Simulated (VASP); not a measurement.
# PbS (Galena) (Fm-3m) in VASP: further runs, part 2 of 2

VASP 6.6.1.

**4. Single point, LDA**

This run uses another cell than the first one, of 27.91 Å³/atom, 1.059 times its volume.

INCAR

```
SYSTEM = PbS
PREC = Accurate ; ENCUT = 500
EDIFF = 1E-6 ; ISMEAR = 0
SIGMA = 0.01 ; LREAL = .FALSE.
LASPH = .TRUE. ; NELM = 120
ALGO = Normal ; ISIF = 2
LWAVE = .FALSE. ; LCHARG = .FALSE.
GGA = CA ; NBANDS = 17
GGA_COMPAT = .FALSE.
```

KPOINTS

```
regular mesh
0
G
  6 6 6
  0 0 0
```

POSCAR

```
PbS
1.0
    0.0000000000      3.0333961529      3.0333961529
    3.0333961529      0.0000000000      3.0333961529
    3.0333961529      3.0333961529      0.0000000000
Pb S
1 1
Direct
    0.0000000000      0.0000000000      0.0000000000
    0.5000000000      0.5000000000      0.5000000000
```

Command:

```sh
$ cat potpaw_LDA.64/Pb_d/POTCAR potpaw_LDA.64/S/POTCAR > POTCAR
$ mpirun -np 1 vasp_std > vasp.out
```

Wall time 16 s (1 thread of Intel Xeon 8259CL, shared host); peak memory 0.16 GiB.

The run converged. Its results:

| Quantity | Value |
| --- | --- |
| Free energy | -9.8894 eV |
| Pressure | -5.7 GPa |
| Band gap on the k mesh | 0.43 eV, direct |

Levels at points of the mesh, in eV from the valence-band top:
```tsv
k point	band 6	band 7	band 8	band 9	band 10	band 11	band 12	band 13	band 14	band 15
(0.00, 0.00, 0.00)	-12.93	-6.14	-1.78	-1.78	-1.78	4.93	4.93	4.93	6.86	6.86
(0.50, 0.00, 0.00)	-11.80	-8.50	-1.42	-1.42	0.00	0.43	2.03	2.03	8.44	10.24
(0.50, 0.50, 0.00)	-11.47	-7.13	-4.63	-2.98	-2.98	4.07	5.30	5.37	5.37	11.18
```

Caveat: spin-orbit coupling is left out, which moves the levels of the heavy elements. A k mesh can miss the band edges.

**5. Overview**

```tsv
cell	gap on the mesh (eV)	pressure (GPa)
a = 4.208 Å, angles 60.0°, 2 atoms	0.24	-3.1
a = 4.249 Å, angles 60.0°, 2 atoms	0.34	-4.5
a = 4.290 Å, angles 60.0°, 2 atoms	0.43	-5.7
```

Alike in all rows: task single point; level LDA; potentials or basis VASP PAW LDA potentials, release 64 (Pb_d, S); no spin polarisation; k mesh 6 × 6 × 6; cutoff (eV) 500; smearing gaussian 0.01 eV.

Caveats: spin-orbit coupling is left out, which moves the levels of the heavy elements.

Absolute energies hang on the potentials; compare differences alone.
